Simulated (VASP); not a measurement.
A run of VASP 6.6.1 is set up as follows.

INCAR

```
SYSTEM = CdB3P4
PREC     = Accurate       ! precision mode
ENCUT    = 520            ! plane-wave cutoff, eV
EDIFF    = 1E-6           ! SCF threshold, eV
ISMEAR   = -1             ! smearing method
SIGMA    = 0.05           ! smearing width, eV
LREAL    = Auto         
LASPH    = .TRUE.         ! aspherical terms in the spheres
NELM     = 60             ! most SCF steps
ALGO     = Normal         ! electronic algorithm
ISIF     = 2              ! what is computed and relaxed
LWAVE    = .FALSE.        ! write WAVECAR
LCHARG   = .FALSE.        ! write CHGCAR
GGA      = PS             ! functional
NBANDS   = 55             ! bands
```

File KPOINTS:

```
Automatic mesh
0
Gamma
  2 2 2
  0.5 0.5 0.5
```

File POSCAR:

```
CdB3P4
1.0
    0.0000000000      4.5201890000      4.5201890000
    4.5201890000      0.0000000000      4.5201890000
    4.5201890000      4.5201890000      0.0000000000
B Cd P
6 2 8
Direct
    0.0072560000      0.9885650000      0.0072690000
    0.5235000000      0.4679970000      0.0187470000
    0.0053270000      0.5035840000      0.9939960000
    0.5116590000      0.9904640000      0.5081680000
    0.4977470000      0.0258160000      0.9805300000
    0.0089850000      0.4807170000      0.5203570000
    0.4963150000      0.5025690000      0.5046210000
    0.0044940000      0.0081860000      0.5004250000
    0.1152650000      0.1664210000      0.1010560000
    0.6128650000      0.6325500000      0.6224380000
    0.1169300000      0.1310910000      0.6300520000
    0.6354400000      0.6264700000      0.1056690000
    0.1418530000      0.6090860000      0.1307770000
    0.6397760000      0.1089170000      0.6281480000
    0.6236290000      0.1259640000      0.1385320000
    0.1274500000      0.6117510000      0.6375680000
```

Potentials or basis: VASP PAW PBE potentials, release 64 (B, Cd, P).

The run is started by

```console
$ cat potpaw_PBE.64/B/POTCAR potpaw_PBE.64/Cd/POTCAR potpaw_PBE.64/P/POTCAR > POTCAR
$ mpirun -np 1 vasp_std > vasp.out
```

(1) Predict the band gap on the k mesh.

(2) Predict the largest force.

Answers

(1) zero (bands 41 and 42 overlap by 0.98 eV).

(2) 15.237 eV/Å.

Caveat: the k points lie up to 0.60 Å⁻¹ apart, too coarse for converged energies and pressures of a metal; the PAW data sets were made with another functional, which shifts forces and pressure a little.
